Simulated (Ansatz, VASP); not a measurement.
## NaCl: VASP beside Ansatz

```
Na Cl
1.0
     0.00000    2.81000    2.81000
     2.81000    0.00000    2.81000
     2.81000    2.81000    0.00000
Na Cl
1 1
Cartesian
  0.0000 0.0000 0.0000
  2.8100 2.8100 2.8100
```

Alike in both runs: task relaxation of cell and atoms; functional revPBE; dispersion D3(BJ); k mesh 6 × 6 × 6; no spin polarisation.

|  | VASP | Ansatz |
| --- | --- | --- |
| version | VASP 6.6.1 | Ansatz 0.2.0 |
| potentials or method | VASP PAW PBE potentials, release 64 (Na_pv, Cl) | plane waves, PAW |
| plane-wave cutoff (eV) | 500 | 420 |
| occupations | gaussian, width 0.01 eV | fixed |
| valence electrons in the cell | 14 | 16 |

```tsv
	VASP	Ansatz	Ansatz less VASP
relaxed volume (Å³/atom)	21.76	21.77	+0.013
relaxed length of the cell vector where the two differ most in proportion (Å)	3.948	3.949	+0.0008
```

VASP's potentials were made for PBE, not for revPBE. VASP's potentials hold 14 valence electrons a cell and Ansatz's 16, so a difference there can come from the potentials and not from the codes.
